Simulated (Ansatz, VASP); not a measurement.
**One calculation of Ta, two programs**

Contents of INCAR:

```
SYSTEM = Ta
PREC = Accurate
ENCUT = 520
EDIFF = 1E-6
ISMEAR = 0
SIGMA = 0.15
LREAL = .False.
LASPH = .True.
NELM = 80
ALGO = Fast
ISIF = 2
LWAVE = .False.
LCHARG = .False.
GGA = PS
NBANDS = 12
```

The input KPOINTS:

```
regular mesh
0
Gamma
  22 22 22
  0 0 0
```

POSCAR

```
Ta
1.0
   -1.5130023529      1.5130023529      1.9669030588
    1.5130023529     -1.5130023529      1.9669030588
    1.5130023529      1.5130023529     -1.9669030588
Ta
1
Direct
    0.0000000000      0.0000000000      0.0000000000
```

Input for Ansatz:

```yaml
crystal:
  lattice:
    - [-1.5130023529, 1.5130023529, 1.9669030588]
    - [1.5130023529, -1.5130023529, 1.9669030588]
    - [1.5130023529, 1.5130023529, -1.9669030588]
  atoms:
    - { symbol: Ta, position: [0.0, 0.0, 0.0] }
basis:
  ecutwfc: 420
kpoints:
  mp_grid: { grid: [22, 22, 22] }
hamiltonian:
  xc: pbesol
scf:
  occupations: { method: gaussian, width: 0.15 }
output:
  forces: true
  stress: true
  eigenvalues: true
```

Alike in both runs: task single point; functional PBEsol; k mesh 22 × 22 × 22; occupations gaussian, width 0.15 eV; no spin polarisation.

```csv
,VASP,Ansatz
version,VASP 6.6.1,Ansatz 0.2.0
potentials or method,"VASP PAW PBE potentials, release 64 (Ta_pv), cutoff 520 eV","scalar-relativistic, plane waves, PAW"
valence electrons in the cell,11,13
```

Ansatz gave:

```
gap on the k mesh at the Fermi level (eV)                     : none
pressure (GPa)                                                : 1.0
traceless stress, the component that is largest in VASP (GPa) : -9.42
```

Question: What did VASP give for the same quantities?

Answer: gap on the k mesh at the Fermi level (eV): none; pressure (GPa): 1.1; traceless stress, the component that is largest in VASP (GPa): -9.40.

VASP's potentials were made for PBE, not for PBEsol. A gap of «none» marks a metal or a gap that the smearing closes. VASP's potentials hold 11 valence electrons a cell and Ansatz's 13, so a difference there can come from the potentials and not from the codes.

Neither program's run includes spin-orbit coupling.
